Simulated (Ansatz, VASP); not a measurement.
## C in VASP and in Ansatz

```
CELL_PARAMETERS angstrom
2.39913 0.00000 0.00000
-1.19956 2.07771 0.00000
0.00000 0.00000 7.07287
ATOMIC_POSITIONS crystal
C 0.00000 0.00000 0.00250
C 0.00000 0.00000 0.50250
C 0.33333 0.66667 0.00250
C 0.66667 0.33333 0.50250
```

Alike in both runs: task single point; functional PBEsol; dispersion D3(BJ); k mesh 21 × 21 × 8; occupations gaussian, width 0.15 eV; no spin polarisation.

|  | VASP | Ansatz |
| --- | --- | --- |
| version | VASP 6.6.1 | Ansatz 0.2.0 |
| potentials or method | VASP PAW PBE potentials, release 64 (C), cutoff 520 eV | scalar-relativistic, plane waves, PAW |
| valence electrons in the cell | 16 | 16 |

|  | VASP | Ansatz | Ansatz less VASP |
| --- | --- | --- | --- |
| gap on the k mesh at the Fermi level (eV) | none | none | - |
| pressure (GPa) | 22.9 | 22.1 | -0.75 |
| traceless stress, the component that is largest in VASP (GPa) | -24.69 | -23.86 | +0.833 |

VASP's potentials were made for PBE, not for PBEsol, and Ansatz warns of the same on its side. A gap of «none» marks a metal or a gap that the smearing closes.
